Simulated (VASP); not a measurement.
Wanted: the native input for a VASP 6.6.1 run.

```
Task                   : single point
Functional             : r2SCAN
Potentials or basis    : VASP PAW PBE potentials, release 64 (Al, Cu)
Cutoff                 : 520 eV
k mesh                 : 16 × 16 × 16
Occupations            : gaussian, width 0.15 eV
Spin                   : no spin polarisation
Dipole correction      : no
Further INCAR settings : ALGO = Normal; EDIFF = 1e-07; NBANDS = 16
```

Al2Cu:

```
CELL_PARAMETERS angstrom
-2.02736 2.02736 2.86699
2.02736 -2.02736 2.86699
2.02736 2.02736 -2.86699
ATOMIC_POSITIONS crystal
Al 0.75000 0.29624 0.54624
Al 0.25000 0.79624 0.54624
Cu 0.50000 0.46073 0.96073
```

This cell differs from its parent crystal: atoms displaced along a vibrational mode.

These files were run (other wordings do the same):

POSCAR

```
Al2Cu
1.0
   -2.0273575168      2.0273575168      2.8669875134
    2.0273575168     -2.0273575168      2.8669875134
    2.0273575168      2.0273575168     -2.8669875134
Al Cu
2 1
Direct
    0.7500000000      0.2962424606      0.5462424606
    0.2500000000      0.7962424606      0.5462424606
    0.5000000000      0.4607310381     -0.0392689619
```

INCAR.step1

```
PREC     = Accurate       # precision mode
ENCUT    = 520            # plane-wave cutoff, eV
ISMEAR   = 0              # smearing method
SIGMA    = 0.15           # smearing width, eV
LREAL    = F              # projectors in reciprocal space
LASPH    = T              # aspherical terms in the spheres
NELM     = 60             # most SCF steps
NBANDS   = 16             # bands
GGA      = PE             # functional
ALGO     = Normal         # electronic algorithm
EDIFF    = 1E-4           # SCF threshold, eV
LWAVE    = T              # write WAVECAR
LCHARG   = F              # write CHGCAR
```

INCAR.step2

```
PREC     = Accurate       # precision mode
ENCUT    = 520            # plane-wave cutoff, eV
EDIFF    = 1E-7           # SCF threshold, eV
ISMEAR   = 0              # smearing method
SIGMA    = 0.15           # smearing width, eV
LREAL    = F              # projectors in reciprocal space
LASPH    = T              # aspherical terms in the spheres
NELM     = 60             # most SCF steps
ALGO     = Normal         # electronic algorithm
ISIF     = 2              # what is computed and relaxed
LWAVE    = F              # write WAVECAR
LCHARG   = F              # write CHGCAR
METAGGA  = R2SCAN         # meta-GGA
LMIXTAU  = T            
NBANDS   = 16             # bands
ISTART   = 1
```

KPOINTS

```
regular mesh
0
Gamma
  16 16 16
```

Potentials or basis: VASP PAW PBE potentials, release 64 (Al, Cu).

Command:

```bash
$ cat potpaw_PBE.64/Al/POTCAR potpaw_PBE.64/Cu/POTCAR > POTCAR
$ cp INCAR.step1 INCAR
$ mpirun -np 1 vasp_std > vasp.out
$ cp INCAR.step2 INCAR
$ mpirun -np 1 vasp_std > vasp.out
```

It gave:

| Item | Value |
| --- | --- |
| Pressure | 4.6 GPa |
| Largest force | 3.086 eV/Å |
| Band gap on the k mesh | zero (an odd number of electrons rules out a gap without spin polarisation) |

Caveat: the cell differs from its parent crystal (atoms displaced along a vibrational mode); the stress differs along the axes, from -1 to 8 GPa; the PAW data sets were made with another functional, which shifts forces and pressure a little.

Run time: 40 min on 1 thread of Intel Xeon 8259CL (shared host), peak memory 0.55 GiB.
